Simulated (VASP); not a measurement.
# P3OsW (P4mm) in VASP: further runs

The runs below take P3OsW through single point, with PBE.

Everything below comes from runs of VASP 6.6.1. Logs are shortened: lines on timing, memory, paths and dates and some standing lists are left out, and cuts for length are marked.

## Step 1: The cell of the first run

It takes space group P4mm (No. 99, tetragonal). The conventional cell has a = 4.097 Å, b = 4.097 Å, c = 4.148 Å, α = 90.00°, β = 90.00°, γ = 90.00°. Within 2.5 Å of P (site symmetry 4mm) lie 2 Os at 1.91 to 2.24 Å. P (site symmetry 2mm) has 2 Os at 2.05 Å within 2.7 Å. Os (site symmetry 4mm) has 6 P at 1.91 to 2.24 Å within 2.5 Å. W (site symmetry 4mm) has 12 P at 2.87 to 2.96 Å and 8 Os at 3.53 to 3.60 Å within 3.8 Å.

## Step 2: Single point, PBE

INCAR

```
PREC = Accurate ; ENCUT = 520
EDIFF = 1E-6 ; ISMEAR = 0
SIGMA = 0.1 ; LREAL = F
LASPH = T ; NELM = 60
ALGO = Normal ; ISIF = 2
LWAVE = F ; LCHARG = F
GGA = PE ; NBANDS = 26
```

KPOINTS

```
regular mesh
0
Gamma
  4 4 4
```

POSCAR

```
P3OsW
1.0
    4.0971405231      0.0000000000      0.0000000000
    0.0000000000      4.0971405231      0.0000000000
    0.0000000000      0.0000000000      4.1484831362
P Os W
3 1 1
Direct
    0.5000000000      0.5000000000      0.9750000000
    0.0000000000      0.5000000000      0.4850000000
    0.5000000000      0.0000000000      0.4850000000
    0.5000000000      0.5000000000      0.5150000000
    0.0000000000      0.0000000000      0.0000000000
```

Potentials or basis: VASP PAW PBE potentials, release 64 (P, Os, W_sv).

Launch:

```console
$ cat potpaw_PBE.64/P/POTCAR potpaw_PBE.64/Os/POTCAR potpaw_PBE.64/W_sv/POTCAR > POTCAR
$ mpirun -np 1 vasp_std > vasp.out
```

OUTCAR:

```text
PREC = Accurate
   ENCUT = 520
   EDIFF = 1E-6
   ISMEAR = 0
   LREAL = F
   LASPH = T
   NELM = 60
   ISIF = 2
   GGA = PE

 ion  position               nearest neighbor table
   1  0.500  0.500  0.975-   4 1.91   4 2.24   3 2.89   2 2.89   3 2.89   2 2.89   5 2.90   5 2.90
                             5 2.90   5 2.90   2 2.94   3 2.94   3 2.94   2 2.94
   2  0.000  0.500  0.485-   4 2.05   4 2.05   5 2.87   5 2.87   1 2.89   1 2.89   3 2.90   3 2.90
                             3 2.90   3 2.90   1 2.94   1 2.94   5 2.96   5 2.96
   3  0.500  0.000  0.485-   4 2.05   4 2.05   5 2.87   5 2.87   1 2.89   1 2.89   2 2.90   2 2.90
                             2 2.90   2 2.90   1 2.94   1 2.94   5 2.96   5 2.96
   4  0.500  0.500  0.515-   1 1.91   2 2.05   3 2.05   3 2.05   2 2.05   1 2.24
   5  0.000  0.000  0.000-   2 2.87   3 2.87   2 2.87   3 2.87   1 2.90   1 2.90   1 2.90   1 2.90
                             2 2.96   3 2.96   3 2.96   2 2.96

  LATTYP: Found a simple tetragonal cell.
 ALAT       =     4.0971405231
 C/A-ratio  =     1.0125313283

  Lattice vectors:

 A1 = (   4.0971405231,   0.0000000000,   0.0000000000)
 A2 = (   0.0000000000,   4.0971405231,   0.0000000000)
 A3 = (   0.0000000000,   0.0000000000,   4.1484831362)

Analysis of symmetry for initial positions (statically):
=====================================================================
 Subroutine PRICEL returns:
 Original cell was already a primitive cell.

 Routine SETGRP: Setting up the symmetry group for a
 simple tetragonal supercell.

 Subroutine GETGRP returns: Found  8 space group operations
 (whereof  8 operations were pure point group operations)
 out of a pool of 16 trial point group operations.

The static configuration has the point symmetry C_4v.

Analysis of symmetry for dynamics (positions and initial velocities):
=====================================================================
 Subroutine PRICEL returns:
 Original cell was already a primitive cell.

 Routine SETGRP: Setting up the symmetry group for a
 simple tetragonal supercell.

 Subroutine GETGRP returns: Found  8 space group operations
 (whereof  8 operations were pure point group operations)
 out of a pool of 16 trial point group operations.

The dynamic configuration has the point symmetry C_4v.

 Subroutine INISYM returns: Found  8 space group operations
 (whereof  8 operations are pure point group operations),
 and found     1 'primitive' translations

----------------------------------------------------------------------------------------

                                     Primitive cell

  volume of cell :      69.6388

  direct lattice vectors                    reciprocal lattice vectors
     4.097140523  0.000000000  0.000000000     0.244072663  0.000000000  0.000000000
     0.000000000  4.097140523  0.000000000     0.000000000  0.244072663  0.000000000
     0.000000000  0.000000000  4.148483136     0.000000000  0.000000000  0.241051962

  length of vectors
     4.097140523  4.097140523  4.148483136     0.244072663  0.244072663  0.241051962

  position of ions in fractional coordinates (direct lattice)
     0.500000000  0.500000000  0.975000000
     0.000000000  0.500000000  0.485000000
     0.500000000  0.000000000  0.485000000
     0.500000000  0.500000000  0.515000000
     0.000000000  0.000000000  0.000000000

  ion indices of the primitive-cell ions
   primitive index   ion index
                 1           1
                 2           2
                 3           3
                 4           4
                 5           5

----------------------------------------------------------------------------------------

 KPOINTS: regular mesh

Automatic generation of k-mesh.
 Grid dimensions read from file:
 generate k-points for:    4    4    4

 Generating k-lattice:

  Cartesian coordinates                     Fractional coordinates (reciprocal lattice)
     0.061018166  0.000000000  0.000000000     0.250000000  0.000000000  0.000000000
     0.000000000  0.061018166  0.000000000     0.000000000  0.250000000  0.000000000
     0.000000000  0.000000000  0.060262991     0.000000000  0.000000000  0.250000000

  Length of vectors
     0.061018166  0.061018166  0.060262991

  Shift w.r.t. Gamma in fractional coordinates (k-lattice)
     0.000000000  0.000000000  0.000000000

 Subroutine IBZKPT returns following result:
 ===========================================

 Found     18 irreducible k-points:

 Following reciprocal coordinates:
            Coordinates               Weight
  0.000000  0.000000  0.000000      1.000000
  0.250000  0.000000  0.000000      4.000000
  0.500000  0.000000  0.000000      2.000000
  0.250000  0.250000  0.000000      4.000000
  0.500000  0.250000  0.000000      4.000000
  0.500000  0.500000  0.000000      1.000000
[... 10 lines left out ...]
  0.500000  0.250000  0.500000      4.000000
  0.500000  0.500000  0.500000      1.000000
   k-points           NKPTS =     18   k-points in BZ     NKDIM =     18   number of bands    NBANDS=     26
   number of dos      NEDOS =    301   number of ions     NIONS =      5
   total plane-waves  NPLWV =  28800
   dimension x,y,z NGX =    30 NGY =   30 NGZ =   32
   dimension x,y,z NGXF=    60 NGYF=   60 NGZF=   64
   ions per type =               3   1   1
   NGX,Y,Z   is equivalent  to a cutoff of  12.17, 12.17, 12.82 a.u.
   NGXF,Y,Z  is equivalent  to a cutoff of  24.35, 24.35, 25.65 a.u.
 SYSTEM =  unknown system
   PREC   = accura    normal or accurate (medium, high low for compatibility)
   ISTART =      0    job   : 0-new  1-cont  2-samecut
   ICHARG =      2    charge: 1-file 2-atom 10-const
   ISPIN  =      1    spin polarized calculation?
   LNONCOLLINEAR =      F non collinear calculations
   LSORBIT =      F    spin-orbit coupling
   LASPH  =      T    aspherical Exc in radial PAW
   ENCUT  =  520.0 eV  38.22 Ry    6.18 a.u.   7.62  7.62  7.71*2*pi/ulx,y,z
   NELM   =     60;   NELMIN=  2; NELMDL= -5     # of ELM steps
   EDIFF  = 0.1E-05   stopping-criterion for ELM
   LREAL  =      F    real-space projection
[... 7 lines left out ...]
   TEBEG  =    0.0;   TEEND  =   0.0 temperature during run
   PSTRESS=    0.0 pullay stress
   NELECT =      37.0000    total number of electrons
   NUPDOWN=      -1.0000    fix difference up-down
   EMIN   =  10.00;   EMAX   =-10.00  energy-range for DOS
   EFERMI =   0.00;   METHOD = LEGACY
   ISMEAR =     0;   SIGMA  =   0.10  broadening in eV -4-tet -1-fermi 0-gaus
   EFERMI_NEDOS =   21; number of points for ismear=-14 and -15
   IALGO  =     38    algorithm
   IMIX   =      4    mixing-type and parameters
     AMIX     =   0.40;   BMIX     =  1.00
     AMIX_MAG =   1.60;   BMIX_MAG =  1.00
  volume/ion in A,a.u.               =      13.93        93.99
  Fermi-wavevector in a.u.,A,eV,Ry     =   1.325944  2.505670 23.920763  1.758126
  Thomas-Fermi vector in A             =   2.455367
   LORBIT       =      0    0 simple, 1 ext, 2 COOP (PROOUT), +10 PAW based schemes
   GGA     = PE    functional components
   LHFCALC =     F    Hartree Fock is set to
   AEXX    =    0.0000 exact exchange contribution
   IVDW    =     0    specifies the selected vdW correction
   LEPSILON=     F    determine dielectric tensor
   LRPA    =     F    only Hartree local field effects (RPA)
 non-spin polarized calculation
 Gauss-broadening in eV      SIGMA  =   0.10
  energy-cutoff  :      520.00
  volume of cell :       69.64
 maximum number of plane-waves:      1888
   NGX = 15   NGY = 15   NGZ = 15

 number of electron      37.0000007 magnetization

 Free energy of the ion-electron system (eV)
  ---------------------------------------------------
  ext. energy  EPLUGINS =         0.00000000
  ---------------------------------------------------
  free energy    TOTEN  =       -27.95863129 eV

  energy without entropy =      -27.93102187  energy(sigma->0) =      -27.94482658

 E-fermi :  10.7748     XC(G=0): -12.4852

 val. band max:       10.7405572379   @ k =   0.5000   0.0000   0.5000
 cond. band min:      10.7797689628   @ k =   0.5000   0.2500   0.5000
 fundamental gap:      0.0392117249
 Fermi energy:        10.7747981122

 k-point     1 :       0.0000    0.0000    0.0000
  band No.  band energies     occupation
      1     -63.3615      2.00000
      2     -27.5436      2.00000
      3     -27.5436      2.00000
      4     -27.5198      2.00000
      5      -4.9308      2.00000
      6      -1.3592      2.00000
[... 18 lines left out ...]
     25      12.7325      0.00000
     26      13.5928      0.00000

 k-point     2 :       0.2500    0.0000    0.0000
  band No.  band energies     occupation
      1     -63.3614      2.00000
      2     -27.5502      2.00000
      3     -27.5431      2.00000
      4     -27.5193      2.00000
      5      -4.3994      2.00000
      6      -1.2588      2.00000
[... 18 lines left out ...]
     25      13.0750      0.00000
     26      14.0589      0.00000

 k-point     3 :       0.5000    0.0000    0.0000
  band No.  band energies     occupation
      1     -63.3613      2.00000
      2     -27.5567      2.00000
      3     -27.5426      2.00000
      4     -27.5188      2.00000
      5      -3.6293      2.00000
      6      -1.4254      2.00000
[... 18 lines left out ...]
     25      14.4054      0.00000
     26      14.5414      0.00000

 k-point     4 :       0.2500    0.2500    0.0000
  band No.  band energies     occupation
      1     -63.3614      2.00000
      2     -27.5497      2.00000
      3     -27.5493      2.00000
      4     -27.5187      2.00000
      5      -3.8668      2.00000
      6      -1.0572      2.00000
[... 18 lines left out ...]
     25      14.0693      0.00000
     26      15.1198      0.00000
[... 322 lines left out ...]
      1     -63.3613      2.00000
      2     -27.5484      2.00000
      3     -27.5482      2.00000
      4     -27.5295      2.00000
      5      -2.6684      2.00000
      6      -0.8321      2.00000
[... 18 lines left out ...]
     25      15.6658      0.00000
     26      16.7568      0.00000

 k-point    17 :       0.5000    0.2500    0.5000
  band No.  band energies     occupation
      1     -63.3612      2.00000
      2     -27.5545      2.00000
      3     -27.5477      2.00000
      4     -27.5288      2.00000
      5      -1.9119      2.00000
      6      -0.4457      2.00000
[... 18 lines left out ...]
     25      14.3963      0.00000
     26      17.0372      0.00000

 k-point    18 :       0.5000    0.5000    0.5000
  band No.  band energies     occupation
      1     -63.3611      2.00000
      2     -27.5538      2.00000
      3     -27.5538      2.00000
      4     -27.5281      2.00000
      5      -0.2982      2.00000
      6      -0.2982      2.00000
[... 18 lines left out ...]
     25      13.5765      0.00000
     26      18.8110      0.00000

------------------------ aborting loop because EDIFF is reached ----------------------------------------

  FORCE on cell =-STRESS in cart. coord.  units (eV):
  Direction    XX          YY          ZZ          XY          YZ          ZX
  --------------------------------------------------------------------------------------
  -------------------------------------------------------------------------------------
  Total       33.3432700     33.3432700     37.7138148      0.0000000      0.0000000      0.0000000
  in kB      767.1278037    767.1278037    867.6808221      0.0000000      0.0000000      0.0000000
  external PRESSURE =     800.6454765 kB  Pullay stress =       0.0000000 kB

 VOLUME and BASIS-vectors are now :
 -----------------------------------------------------------------------------
  energy-cutoff  :      520.00
  volume of cell :       69.64
      direct lattice vectors                 reciprocal lattice vectors
     4.097140523  0.000000000  0.000000000     0.244072663  0.000000000  0.000000000
     0.000000000  4.097140523  0.000000000     0.000000000  0.244072663  0.000000000
     0.000000000  0.000000000  4.148483136     0.000000000  0.000000000  0.241051962

 POSITION                                       TOTAL-FORCE (eV/Angst)
 -----------------------------------------------------------------------------------
      2.04857      2.04857      4.04477        -0.000000     -0.000000      9.873549
      0.00000      2.04857      2.01201         0.000000      0.000000     -2.351624
      2.04857      0.00000      2.01201        -0.000000     -0.000000     -2.351624
      2.04857      2.04857      2.13647        -0.000000     -0.000000     -6.420624
      0.00000      0.00000      0.00000        -0.000000      0.000000      1.250322
 -----------------------------------------------------------------------------------
    total drift:                                0.000000      0.000000      0.000034

  FREE ENERGIE OF THE ION-ELECTRON SYSTEM (eV)
  ---------------------------------------------------
  free  energy   TOTEN  =       -27.9586312881 eV

  energy  without entropy=      -27.9310218711  energy(sigma->0) =      -27.94482658
```

Run time: 39 s. Hardware: 1 thread of Intel Xeon Platinum 8259CL at 2.50GHz (Skylake/Cascade Lake), shared host; peak memory 0.19 GiB.

Results:

| Property | Result |
| --- | --- |
| Free energy | -27.9586 eV |
| Pressure | 80.1 GPa |
| Largest force | 9.874 eV/Å |
| Band gap on the k mesh | zero (an odd number of electrons rules out a gap without spin polarisation) |

Forces in eV/Å, atoms in the order of the input:
```
P    0.000  0.000  9.874
P    0.000  0.000 -2.352
P    0.000  0.000 -2.352
Os   0.000  0.000 -6.421
W    0.000  0.000  1.250
```

Caveat: the k points lie up to 0.38 Å⁻¹ apart, too coarse for converged energies and pressures of a metal; spin-orbit coupling is left out, which moves the levels of the heavy elements; an odd number of electrons without spin polarisation forces a metal; a magnetic or distorted state may lie lower.

## Step 3: Single point, PBE

This run uses another cell than the first one, of 16.70 Å³/atom.

INCAR

```
SYSTEM = P3OsW
PREC = Accurate ; ENCUT = 520
EDIFF = 1E-6 ; ISMEAR = 0
SIGMA = 0.1 ; LREAL = .FALSE.
LASPH = .TRUE. ; NELM = 80
ALGO = Normal ; ISIF = 2
LWAVE = .FALSE. ; LCHARG = .FALSE.
GGA = PE ; NBANDS = 26
```

KPOINTS

```
regular mesh
0
G
  4 4 4
  0 0 0
```

POSCAR

```
P3OsW
1.0
    3.6456274775      0.0000000000      0.0000000000
    0.0000000000      3.6456274775      0.0000000000
    0.0000000000      0.0000000000      6.2831167015
P Os W
3 1 1
Direct
    0.5000000000      0.5000000000      0.9820676083
    0.0000000000      0.5000000000      0.3821901280
    0.5000000000      0.0000000000      0.3821901280
    0.5000000000      0.5000000000      0.5994297008
    0.0000000000      0.0000000000      0.1141224349
```

Potentials or basis: VASP PAW PBE potentials, release 64 (P, Os, W_sv).

Launch:

```console
$ cat potpaw_PBE.64/P/POTCAR potpaw_PBE.64/Os/POTCAR potpaw_PBE.64/W_sv/POTCAR > POTCAR
$ mpirun -np 1 vasp_std > vasp.out
```

Wall time 43 s (1 thread of Intel Xeon Platinum 8259CL at 2.50GHz (Skylake/Cascade Lake), shared host); peak memory 0.2 GiB.

Results (log left out):

```yaml
Free_energy: -39.3713 eV
Pressure: 0.4 GPa
Largest_force: 0.100 eV/Å
Band_gap_on_the_k_mesh: zero (an odd number of electrons rules out a gap without spin polarisation)
```

Forces on the atoms (eV/Å):
```
P    0.000  0.000  0.043
P    0.000  0.000 -0.077
P    0.000  0.000 -0.077
Os   0.000  0.000  0.100
W    0.000  0.000  0.012
```

Stress tensor (GPa, compression positive):
```
0.35 0.00 0.00
0.00 0.35 0.00
0.00 0.00 0.54
```

Levels at points of the mesh, in eV from the Fermi level:
```tsv
k point	band 16	band 17	band 18	band 19	band 20	band 21	band 22	band 23
(0.00, 0.00, 0.00)	-2.02	-2.02	-1.74	-0.57	0.12	1.27	2.87	2.87
(0.50, 0.00, 0.00)	-2.35	-1.69	-0.80	-0.68	0.67	1.37	2.04	2.69
(0.50, 0.50, 0.00)	-2.01	-0.81	-0.75	-0.75	0.23	0.45	0.96	2.95
(0.00, 0.00, 0.50)	-1.68	-0.66	-0.62	-0.62	0.47	0.59	2.30	2.30
(0.50, 0.00, 0.50)	-2.70	-1.43	-0.88	-0.82	0.37	0.85	1.20	2.09
(0.50, 0.50, 0.50)	-2.01	-0.51	-0.51	-0.08	0.23	0.45	2.02	2.23
```

Caveat: the k points lie up to 0.43 Å⁻¹ apart, too coarse for converged energies and pressures of a metal; spin-orbit coupling is left out, which moves the levels of the heavy elements; an odd number of electrons without spin polarisation forces a metal; a magnetic or distorted state may lie lower.

The gap in the log of VASP goes by the Fermi energy; the results here count the filled bands.